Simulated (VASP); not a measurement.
# Se (Im-3m) in VASP: a series of runs

Runs on Se. Level: LDA. Tasks: single point.

Program: VASP 6.6.1. These are calculated values, not measurements. Logs are shortened: lines on timing, memory, paths and dates and some standing lists are left out, and cuts for length are marked.

## (1) The cell of the first run

It takes space group Im-3m (No. 229, cubic). Conventional cell: a = 3.407 Å, b = 3.407 Å, c = 3.407 Å, α = 90.00°, β = 90.00°, γ = 90.00°. Se (site symmetry m-3m) has 14 Se at 2.95 to 3.41 Å within 3.9 Å.

## (2) Single point, LDA

The input, INCAR:

```
SYSTEM = Se
  PREC = Accurate
  ENCUT = 500
  EDIFF = 1E-6
  ISMEAR = 0
  SIGMA = 0.1
  LREAL = .False.
  LASPH = .True.
  NELM = 120
  ALGO = Normal
  ISIF = 2
  LWAVE = .False.
  LCHARG = .False.
  NBANDS = 9
  GGA_COMPAT = .False.
```

The input, KPOINTS:

```
Automatic mesh
0
Gamma
  8 8 8
  0 0 0
```

The input, POSCAR:

```
Se
1.0
   -1.7034486149      1.7034486149      1.7034486149
    1.7034486149     -1.7034486149      1.7034486149
    1.7034486149      1.7034486149     -1.7034486149
Se
1
Direct
    0.0000000000      0.0000000000      0.0000000000
```

Potentials or basis: VASP PAW LDA potentials, release 64 (Se).

On the command line:

```console
cat potpaw_LDA.64/Se/POTCAR > POTCAR
mpirun -np 1 vasp_std > vasp.out
```

OUTCAR:

```text
SYSTEM = Se
   PREC = Accurate
   ENCUT = 500
   EDIFF = 1E-6
   ISMEAR = 0
   LREAL = .False.
   LASPH = .True.
   NELM = 120
   ISIF = 2

 ion  position               nearest neighbor table
   1  0.000  0.000  0.000-

  LATTYP: Found a body centered cubic cell.
 ALAT       =     3.4068972298

  Lattice vectors:

 A1 = (  -1.7034486149,   1.7034486149,   1.7034486149)
 A2 = (   1.7034486149,  -1.7034486149,   1.7034486149)
 A3 = (   1.7034486149,   1.7034486149,  -1.7034486149)

Analysis of symmetry for initial positions (statically):
=====================================================================
 Subroutine PRICEL returns:
 Original cell was already a primitive cell.

 Routine SETGRP: Setting up the symmetry group for a
 body centered cubic supercell.

 Subroutine GETGRP returns: Found 48 space group operations
 (whereof 48 operations were pure point group operations)
 out of a pool of 48 trial point group operations.

The static configuration has the point symmetry O_h .

Analysis of symmetry for dynamics (positions and initial velocities):
=====================================================================
 Subroutine PRICEL returns:
 Original cell was already a primitive cell.

 Routine SETGRP: Setting up the symmetry group for a
 body centered cubic supercell.

 Subroutine GETGRP returns: Found 48 space group operations
 (whereof 48 operations were pure point group operations)
 out of a pool of 48 trial point group operations.

The dynamic configuration has the point symmetry O_h .

 Subroutine INISYM returns: Found 48 space group operations
 (whereof 48 operations are pure point group operations),
 and found     1 'primitive' translations

----------------------------------------------------------------------------------------

                                     Primitive cell

  volume of cell :      19.7718

  direct lattice vectors                    reciprocal lattice vectors
    -1.703448615  1.703448615  1.703448615     0.000000000  0.293522209  0.293522209
     1.703448615 -1.703448615  1.703448615     0.293522209  0.000000000  0.293522209
     1.703448615  1.703448615 -1.703448615     0.293522209  0.293522209  0.000000000

  length of vectors
     2.950459549  2.950459549  2.950459549     0.415103089  0.415103089  0.415103089

  position of ions in fractional coordinates (direct lattice)
     0.000000000  0.000000000  0.000000000

  ion indices of the primitive-cell ions
   primitive index   ion index
                 1           1
[... 71 lines left out ...]
   NELM   =    120;   NELMIN=  2; NELMDL= -5     # of ELM steps
   EDIFF  = 0.1E-05   stopping-criterion for ELM
   LREAL  =      F    real-space projection
   EDIFFG = 0.1E-04   stopping-criterion for IOM
   NSW    =      0    number of steps for IOM
   IBRION =     -1    ionic relax: 0-MD 1-quasi-New 2-CG
   NFREE  =      0    steps in history (QN), initial steepest desc. (CG)
   ISIF   =      2    stress and relaxation
   ISYM   =      2    0-nonsym 1-usesym 2-fastsym
   POTIM  = 0.5000    time-step for ionic-motion
   TEBEG  =    0.0;   TEEND  =   0.0 temperature during run
   PSTRESS=    0.0 pullay stress
   NELECT =       6.0000    total number of electrons
   NUPDOWN=      -1.0000    fix difference up-down
   EMIN   =  10.00;   EMAX   =-10.00  energy-range for DOS
   EFERMI =   0.00;   METHOD = LEGACY
   ISMEAR =     0;   SIGMA  =   0.10  broadening in eV -4-tet -1-fermi 0-gaus
   EFERMI_NEDOS =   21; number of points for ismear=-14 and -15
   IALGO  =     38    algorithm
   IMIX   =      4    mixing-type and parameters
     AMIX     =   0.40;   BMIX     =  1.00
     AMIX_MAG =   1.60;   BMIX_MAG =  1.00
  volume/ion in A,a.u.               =      19.77       133.43
  Fermi-wavevector in a.u.,A,eV,Ry     =   1.100127  2.078939 16.466855  1.210280
  Thomas-Fermi vector in A             =   2.236533
   LORBIT       =      0    0 simple, 1 ext, 2 COOP (PROOUT), +10 PAW based schemes
   GGA     = CA    functional components
   LHFCALC =     F    Hartree Fock is set to
   AEXX    =    0.0000 exact exchange contribution
   IVDW    =     0    specifies the selected vdW correction
   LEPSILON=     F    determine dielectric tensor
   LRPA    =     F    only Hartree local field effects (RPA)
 non-spin polarized calculation
 Gauss-broadening in eV      SIGMA  =   0.10
  energy-cutoff  :      500.00
  volume of cell :       19.77
 maximum number of plane-waves:       531
 NGX is ok and might be reduce to    24
   NGX = 11   NGY = 11   NGZ = 11

 number of electron       5.9999998 magnetization

 Free energy of the ion-electron system (eV)
  ---------------------------------------------------
  ext. energy  EPLUGINS =         0.00000000
  ---------------------------------------------------
  free energy    TOTEN  =        -3.75159536 eV

  energy without entropy =       -3.74449763  energy(sigma->0) =       -3.74804649

 E-fermi :   5.7102     XC(G=0): -10.8981

 val. band max:        5.6944443386   @ k =   0.2500   0.1250   0.1250
 cond. band min:       5.9597931972   @ k =   0.5000   0.0000   0.0000
 fundamental gap:      0.2653488586
 Fermi energy:         5.7102452654

 k-point     1 :       0.0000    0.0000    0.0000
  band No.  band energies     occupation
      1     -10.4438      2.00000
      2       8.9993      0.00000
      3       8.9993      0.00000
      4       8.9993      0.00000
      5      17.3120      0.00000
      6      18.4288      0.00000
      7      18.4288      0.00000
      8      18.4288      0.00000
      9      21.4186      0.00000
[... 265 lines left out ...]
 k-point    24 :      -0.3750    0.3750    0.2500
  band No.  band energies     occupation
      1      -6.6223      2.00000
      2       1.6149      2.00000
      3       4.2410      2.00000
      4       4.9096      2.00000
      5      12.3755      0.00000
      6      16.7575      0.00000
      7      19.6221      0.00000
      8      20.6072      0.00000
      9      25.4064      0.00000

 [... further k-points ...]
[... 5 lines left out ...]
  --------------------------------------------------------------------------------------
  -------------------------------------------------------------------------------------
  Total       -0.5005125     -0.5005125     -0.5005125      0.0000000      0.0000000      0.0000000
  in kB      -40.5581716    -40.5581716    -40.5581716      0.0000000      0.0000000      0.0000000
  external PRESSURE =     -40.5581716 kB  Pullay stress =       0.0000000 kB

 VOLUME and BASIS-vectors are now :
 -----------------------------------------------------------------------------
  energy-cutoff  :      500.00
  volume of cell :       19.77
      direct lattice vectors                 reciprocal lattice vectors
    -1.703448615  1.703448615  1.703448615     0.000000000  0.293522209  0.293522209
     1.703448615 -1.703448615  1.703448615     0.293522209  0.000000000  0.293522209
     1.703448615  1.703448615 -1.703448615     0.293522209  0.293522209  0.000000000

 POSITION                                       TOTAL-FORCE (eV/Angst)
 -----------------------------------------------------------------------------------
      0.00000      0.00000      0.00000         0.000000     -0.000000      0.000000
 -----------------------------------------------------------------------------------
    total drift:                                0.000000     -0.000000     -0.000000

  FREE ENERGIE OF THE ION-ELECTRON SYSTEM (eV)
  ---------------------------------------------------
  free  energy   TOTEN  =        -3.7515953590 eV

  energy  without entropy=       -3.7444976255  energy(sigma->0) =       -3.74804649
```

stdout:

```text
POSCAR found type information on POSCAR Se
 POSCAR found :  1 types and       1 ions
 scaLAPACK will be used
 LDA part: xc-table for (Slater(with rela. corr.)+CA(PZ))
 , standard interpolation
 POSCAR, INCAR and KPOINTS ok, starting setup
 FFT: planning ... GRIDC
 FFT: planning ... GRID_SOFT
 FFT: planning ... GRID
 WAVECAR not read
 entering main loop
```

Run time: 5.1 s. Hardware: 1 thread of Intel Xeon 8259CL, shared host; peak memory 0.12 GiB.

What came out:

```
Free energy            : -3.7516 eV
Pressure               : -4.1 GPa
Band gap on the k mesh : zero (band 3 reaches 9.00 eV, above the bottom of band 4 at 2.04 eV)
```

## (3) Single point, LDA

This run uses another cell than the first one, of 9.78 Å³/atom, 0.494 times its volume.

The input, INCAR:

```
PREC = Accurate ; ENCUT = 500
EDIFF = 1E-6 ; ISMEAR = 0
SIGMA = 0.1 ; LREAL = False
LASPH = True ; NELM = 120
ALGO = Normal ; ISIF = 2
LWAVE = False ; LCHARG = False
NBANDS = 9 ; GGA_COMPAT = False
```

The input, KPOINTS:

```
regular mesh
0
Gamma
  20 20 20
```

The input, POSCAR:

```
Se
1.0
   -1.3470515870      1.3470515870      1.3470515870
    1.3470515870     -1.3470515870      1.3470515870
    1.3470515870      1.3470515870     -1.3470515870
Se
1
Direct
    0.0000000000      0.0000000000      0.0000000000
```

Potentials or basis: VASP PAW LDA potentials, release 64 (Se).

On the command line:

```console
cat potpaw_LDA.64/Se/POTCAR > POTCAR
mpirun -np 1 vasp_std > vasp.out
```

It took 26 s on 1 thread of Intel Xeon 8259CL, shared host; peak memory 0.13 GiB.

Results (log left out):

```
Free energy            : 0.3613 eV
Pressure               : 255.7 GPa
Band gap on the k mesh : zero (band 3 reaches 27.43 eV, above the bottom of band 4 at 8.80 eV)
```

Levels at points of the mesh, in eV from the Fermi level:
```csv
k point,band 1,band 2,band 3,band 4,band 5,band 6,band 7
"(0.00, 0.00, 0.00)",-26.26,8.97,8.97,8.97,14.58,14.58,14.58
"(0.50, 0.00, 0.00)",-16.54,-15.05,0.67,4.30,7.12,8.64,23.59
"(0.50, 0.50, 0.50)",-7.28,-7.28,-7.28,-6.99,-0.68,-0.68,32.14
```

## (4) Single point, LDA

This run uses another cell than the first one, of 10.57 Å³/atom, 0.535 times its volume.

The input, INCAR:

```
PREC = Accurate
ENCUT = 500
EDIFF = 1E-6
ISMEAR = 0
SIGMA = 0.1
LREAL = False
LASPH = True
NELM = 120
ALGO = Normal
ISIF = 2
LWAVE = False
LCHARG = True
GGA = CA
LELF = True
LVHAR = True
NBANDS = 9
GGA_COMPAT = False
```

KPOINTS is that of step 3.

The input, POSCAR:

```
Se
1.0
   -1.3825233778      1.3825233778      1.3825233778
    1.3825233778     -1.3825233778      1.3825233778
    1.3825233778      1.3825233778     -1.3825233778
Se
1
Direct
    0.0000000000      0.0000000000      0.0000000000
```

Potentials or basis: VASP PAW LDA potentials, release 64 (Se).

On the command line:

```console
cat potpaw_LDA.64/Se/POTCAR > POTCAR
mpirun -np 1 vasp_std > vasp.out
```

OUTCAR:

```text
PREC = Accurate
   ENCUT = 500
   EDIFF = 1E-6
   ISMEAR = 0
   LREAL = False
   LASPH = True
   NELM = 120
   ISIF = 2
   GGA = CA

 ion  position               nearest neighbor table
   1  0.000  0.000  0.000-

  LATTYP: Found a body centered cubic cell.
 ALAT       =     2.7650467556

  Lattice vectors:

 A1 = (  -1.3825233778,   1.3825233778,   1.3825233778)
 A2 = (   1.3825233778,  -1.3825233778,   1.3825233778)
 A3 = (   1.3825233778,   1.3825233778,  -1.3825233778)

Analysis of symmetry for initial positions (statically):
=====================================================================
 Subroutine PRICEL returns:
 Original cell was already a primitive cell.

 Routine SETGRP: Setting up the symmetry group for a
 body centered cubic supercell.

 Subroutine GETGRP returns: Found 48 space group operations
 (whereof 48 operations were pure point group operations)
 out of a pool of 48 trial point group operations.

The static configuration has the point symmetry O_h .

Analysis of symmetry for dynamics (positions and initial velocities):
[... 156 lines left out ...]
  energy without entropy =       -0.73384817  energy(sigma->0) =       -0.73491268

 E-fermi :  16.7137     XC(G=0): -13.8644

 val. band max:       16.6797768915   @ k =  -0.3500   0.3500   0.1000
 cond. band min:      16.7196076774   @ k =  -0.2000   0.2000   0.1000
 fundamental gap:      0.0398307859
 Fermi energy:        16.7136923882

 k-point     1 :       0.0000    0.0000    0.0000
  band No.  band energies     occupation
      1      -8.1099      2.00000
      2      24.7195      0.00000
      3      24.7195      0.00000
      4      24.7195      0.00000
      5      30.9805      0.00000
      6      30.9805      0.00000
      7      30.9805      0.00000
      8      34.7958      0.00000
      9      34.7958      0.00000
[... 265 lines left out ...]
 k-point    24 :       0.2500    0.1000    0.0000
  band No.  band energies     occupation
      1      -4.2927      2.00000
      2      11.2740      2.00000
      3      16.7566      0.54386
      4      20.4635      0.00000
      5      26.6376      0.00000
      6      28.8450      0.00000
      7      32.9788      0.00000
      8      38.8153      0.00000
      9      40.9902      0.00000

 [... further k-points ...]
[... 5 lines left out ...]
  --------------------------------------------------------------------------------------
  -------------------------------------------------------------------------------------
  Total       12.6229036     12.6229036     12.6229036     -0.0000000     -0.0000000      0.0000000
  in kB     1913.3411189   1913.3411189   1913.3411189     -0.0000000     -0.0000000      0.0000000
  external PRESSURE =    1913.3411189 kB  Pullay stress =       0.0000000 kB

 VOLUME and BASIS-vectors are now :
 -----------------------------------------------------------------------------
  energy-cutoff  :      500.00
  volume of cell :       10.57
      direct lattice vectors                 reciprocal lattice vectors
    -1.382523378  1.382523378  1.382523378     0.000000000  0.361657537  0.361657537
     1.382523378 -1.382523378  1.382523378     0.361657537  0.000000000  0.361657537
     1.382523378  1.382523378 -1.382523378     0.361657537  0.361657537  0.000000000

 POSITION                                       TOTAL-FORCE (eV/Angst)
 -----------------------------------------------------------------------------------
      0.00000      0.00000      0.00000        -0.000000      0.000000      0.000000
 -----------------------------------------------------------------------------------
    total drift:                                0.000000      0.000000      0.000000

  FREE ENERGIE OF THE ION-ELECTRON SYSTEM (eV)
  ---------------------------------------------------
  free  energy   TOTEN  =        -0.7359772004 eV

  energy  without entropy=       -0.7338481661  energy(sigma->0) =       -0.73491268
```

OSZICAR:

```text
N       E                     dE             d eps       ncg     rms          rms(c)
DAV:   1     0.992420413008E+01    0.99242E+01   -0.33463E+03  4835   0.590E+02
DAV:   2    -0.645099552095E+00   -0.10569E+02   -0.10163E+02  6491   0.819E+01
DAV:   3    -0.796256314088E+00   -0.15116E+00   -0.15047E+00  5473   0.811E+00
DAV:   4    -0.796386088105E+00   -0.12977E-03   -0.12977E-03  6074   0.236E-01
DAV:   5    -0.796386119507E+00   -0.31402E-07   -0.30551E-07  5384   0.337E-03    0.124E+01
DAV:   6    -0.756282719993E+00    0.40103E-01   -0.56007E-03  5688   0.497E-01    0.751E+00
DAV:   7    -0.736124762377E+00    0.20158E-01   -0.96668E-03  5854   0.683E-01    0.950E-02
DAV:   8    -0.735978316345E+00    0.14645E-03   -0.25471E-04  5183   0.106E-01    0.119E-02
DAV:   9    -0.735977152022E+00    0.11643E-05   -0.80800E-06  6142   0.187E-02    0.635E-03
DAV:  10    -0.735977200439E+00   -0.48417E-07   -0.63087E-08  2942   0.201E-03
   1 F= -.73597720E+00 E0= -.73491268E+00  d E =-.212903E-02
```

stdout:

```text
POSCAR found type information on POSCAR Se
 POSCAR found :  1 types and       1 ions
 scaLAPACK will be used
 LDA part: xc-table for (Slater(with rela. corr.)+CA(PZ))
 , standard interpolation
 POSCAR, INCAR and KPOINTS ok, starting setup
 FFT: planning ... GRIDC
 FFT: planning ... GRID_SOFT
 FFT: planning ... GRID
 WAVECAR not read
 entering main loop
```

Wall time 28 s (1 thread of Intel Xeon 8259CL, shared host); peak memory 0.13 GiB.

Results:

* Free energy: -0.7360 eV
* Pressure: 191.3 GPa
* Band gap on the k mesh: zero (band 3 reaches 24.72 eV, above the bottom of band 4 at 7.86 eV)

## (5) Single point, LDA

This run uses another cell than the first one, of 10.57 Å³/atom, 0.535 times its volume.

The input, INCAR:

```
  ALGO = Normal
  EDIFF = 1E-6
  ENCUT = 500
  GGA_COMPAT = False
  ISIF = 2
  ISMEAR = 0
  LASPH = True
  LCHARG = True
  LELF = True
  LREAL = False
  LVHAR = True
  LWAVE = False
  NBANDS = 9
  NELM = 120
  PREC = Accurate
  SIGMA = 0.1
```

The input, KPOINTS:

```
k-points
0
Gamma
  20 20 20
```

POSCAR is that of step 4.

On the command line:

```console
cat potpaw_LDA.64/Se/POTCAR > POTCAR
mpirun -np 1 vasp_std > vasp.out
```

Wall time 27 s (1 thread of Intel Xeon 8259CL, shared host); peak memory 0.13 GiB.

It converged, with:

| Quantity | Value |
| --- | --- |
| Free energy | -0.7360 eV |
| Pressure | 191.3 GPa |
| Band gap on the k mesh | zero (band 3 reaches 24.72 eV, above the bottom of band 4 at 7.86 eV) |

Levels at points of the mesh, in eV from the Fermi level:
```tsv
k point	band 1	band 2	band 3	band 4	band 5	band 6	band 7	band 8
(0.00, 0.00, 0.00)	-24.82	8.01	8.01	8.01	14.27	14.27	14.27	18.08
(0.50, 0.00, 0.00)	-15.95	-13.92	0.54	4.09	7.26	8.29	22.61	24.51
(0.50, 0.50, 0.50)	-7.60	-6.75	-6.75	-6.75	-0.06	-0.06	31.02	31.02
```

## (6) Summary

| cell | k mesh | gap on the mesh (eV) | pressure (GPa) |
| --- | --- | --- | --- |
| a = 2.950 Å, angles 109.5°, 1 atom | 8 × 8 × 8 | none | -4.1 |
| a = 2.333 Å, angles 109.5°, 1 atom | 20 × 20 × 20 | none | 255.7 |
| a = 2.395 Å, angles 109.5°, 1 atom | 20 × 20 × 20 | none | 191.3 |

Alike in all rows: task single point; level LDA; potentials or basis VASP PAW LDA potentials, release 64 (Se); no spin polarisation; cutoff (eV) 500; smearing gaussian 0.1 eV.

Total energies depend on the potentials used, so only differences within one code and one set of settings carry meaning.
